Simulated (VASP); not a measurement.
Set up this calculation in VASP 6.6.1, as the native input.

```
Task                   : single point
Functional             : PBEsol
Potentials or basis    : VASP PAW PBE potentials, release 64 (Ag, Cl)
Cutoff                 : 520 eV
k mesh                 : 10 × 10 × 10
Occupations            : gaussian, width 0.05 eV
Spin                   : no spin polarisation
Dipole correction      : no
Further INCAR settings : ALGO = Normal; EDIFF = 1e-06; NBANDS = 16
```

The structure of AgCl lies in POSCAR:

```
AgCl
1.0
    3.3185228277     -0.0119158863     -0.0011332111
   -0.0119158863      3.3769690482     -0.0156589169
   -0.0011332111     -0.0156589169      3.3323960787
Ag Cl
1 1
Direct
   -0.0456351870     -0.0182383496      0.0537132936
    0.5456351870      0.5182383496      0.4462867064
```

This cell differs from its parent crystal: atoms moved at random and the cell strained at random.

One way to write it, as run:

INCAR

```
  ALGO = Normal
  EDIFF = 1E-6
  ENCUT = 520
  GGA = PS
  ISIF = 2
  ISMEAR = 0
  LASPH = True
  LCHARG = False
  LREAL = False
  LWAVE = False
  NBANDS = 16
  NELM = 80
  PREC = Accurate
  SIGMA = 0.05
```

KPOINTS

```
k-points
0
Gamma
  10 10 10
```

Potentials or basis: VASP PAW PBE potentials, release 64 (Ag, Cl).

The run is started by

```bash
$ cat potpaw_PBE.64/Ag/POTCAR potpaw_PBE.64/Cl/POTCAR > POTCAR
$ mpirun -np 1 vasp_std > vasp.out
```

Results of the run:

| Property | Result |
| --- | --- |
| Pressure | 4.1 GPa |
| Largest force | 0.750 eV/Å |
| Band gap on the k mesh | 0.51 eV (least direct gap 1.69 eV) |

Caveat: the cell differs from its parent crystal (atoms moved at random and the cell strained at random); the cell stands under pressure; the PAW data sets were made with another functional, which shifts forces and pressure a little.

It took 3.4 min on 1 thread of AMD EPYC 7R13 Processor (Zen 3), with other jobs on the host, peak memory 0.37 GiB.
